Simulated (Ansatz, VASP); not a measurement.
# Al2Ru in VASP and in Ansatz

INCAR

```
SYSTEM = Al2Ru
PREC = Accurate
ENCUT = 520
EDIFF = 1E-6
ISMEAR = 0
SIGMA = 0.03
LREAL = .FALSE.
LASPH = .TRUE.
NELM = 60
ALGO = Fast
ISIF = 2
LWAVE = .FALSE.
LCHARG = .TRUE.
GGA = CA
LELF = .TRUE.
LVHAR = .TRUE.
NBANDS = 29
```

KPOINTS

```
Automatic mesh
0
G
  10 10 10
  0 0 0
```

POSCAR

```
Al2Ru
1.0
    0.0000000000      3.9710411648      4.3656650708
    2.2702160182      0.0000000000      4.3656650708
    2.2702160182      3.9710411648      0.0000000000
Al Ru
4 2
Direct
    0.0788992938      0.4211007062      0.0788992938
    0.4211007062      0.0788992938      0.4211007062
    0.1711007062      0.8288992938      0.1711007062
    0.8288992938      0.1711007062      0.8288992938
    0.7500000000      0.7500000000      0.7500000000
    0.5000000000      0.5000000000      0.5000000000
```

Input for Ansatz:

```yaml
crystal:
  lattice:
    - [0.0, 3.9710411648, 4.3656650708]
    - [2.2702160182, 0.0, 4.3656650708]
    - [2.2702160182, 3.9710411648, 0.0]
  atoms:
    - { symbol: Al, position: [0.0788992938, 0.4211007062, 0.0788992938] }
    - { symbol: Al, position: [0.4211007062, 0.0788992938, 0.4211007062] }
    - { symbol: Al, position: [0.1711007062, 0.8288992938, 0.1711007062] }
    - { symbol: Al, position: [0.8288992938, 0.1711007062, 0.8288992938] }
    - { symbol: Ru, position: [0.75, 0.75, 0.75] }
    - { symbol: Ru, position: [0.5, 0.5, 0.5] }
basis:
  ecutwfc: 420
kpoints:
  mp_grid: { grid: [10, 10, 10] }
hamiltonian:
  xc: lda
  pseudopotentials: { kind: paw, azcp: { folder: soft_1 } }
scf:
  occupations: { method: gaussian, width: 0.03 }
output:
  forces: true
  stress: true
  eigenvalues: true
  write_density: true
  write_potential: true
  elf: true
  volumetric_format: npy
```

Change from the starting cell: volume 13.119 Å^3 an atom, stretch along a over the lengths across it, relative to the relaxed cell 0.9703.

Alike in both runs: task single point; functional LDA; k mesh 10 × 10 × 10; occupations gaussian, width 0.03 eV; no spin polarisation.

```csv
,VASP,Ansatz
version,VASP 6.6.1,Ansatz 0.2.0
potentials or method,"VASP PAW LDA potentials, release 64 (Al, Ru_pv), cutoff 520 eV","scalar-relativistic, plane waves, PAW"
valence electrons in the cell,40,44
```

|  | VASP | Ansatz | Ansatz less VASP |
| --- | --- | --- | --- |
| gap on the k mesh at the Fermi level (eV) | none | none | - |
| pressure (GPa) | 4.8 | 4.3 | -0.53 |
| traceless stress, the component that is largest in VASP (GPa) | 6.33 | 6.30 | -0.035 |
| rms of the force components (eV/Å) | 0.074 | 0.072 | -0.0025 |

Ansatz warns that its potentials were made for another functional, while VASP's fit it. LDA's correlation is that of Perdew and Zunger in VASP and of Perdew and Wang (1992) in Ansatz. Atom by atom the forces differ by 0.002 eV/Å (rms over components). A gap of «none» marks a metal or a gap that the smearing closes. VASP's potentials hold 40 valence electrons a cell and Ansatz's 44, so a difference there can come from the potentials and not from the codes.
